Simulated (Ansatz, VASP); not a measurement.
# Two plane-wave programs on MgH2

```
Mg H
1.0
     3.30475    0.00000    0.00000
     0.00000    3.30475    0.00000
     0.00000    0.00000    2.65517
Mg H
1 2
Cartesian
  0.0000 0.0000 0.0000
  1.6524 0.0000 1.3276
  0.0000 1.6524 1.3276
```

Change from the starting cell: ordered vacancies on the cation sites of caesium chloride (P4/mmm, No. 123).

Alike in both runs: functional PBE; k mesh 4 × 4 × 6; occupations gaussian, width 0.1 eV; no spin polarisation.

Ansatz relaxed the structure, and its values are those at the end. VASP's run is a single point on that final structure, the one shown.

|  | VASP | Ansatz |
| --- | --- | --- |
| version | VASP 6.6.1 | Ansatz 0.2.0 |
| potentials or method | VASP PAW PBE potentials, release 64 (Mg, H), cutoff 520 eV | scalar-relativistic, plane waves, PAW |
| valence electrons in the cell | 4 | 12 |

```tsv
	VASP	Ansatz	Ansatz less VASP
gap on the k mesh at the Fermi level (eV)	none	none	-
pressure (GPa)	-0.3	0.0	+0.30
```

A gap of «none» marks a metal or a gap that the smearing closes. VASP's potentials hold 4 valence electrons a cell and Ansatz's 12, so a difference there can come from the potentials and not from the codes.

The k mesh is coarse, so the values compare programs but aren't converged.
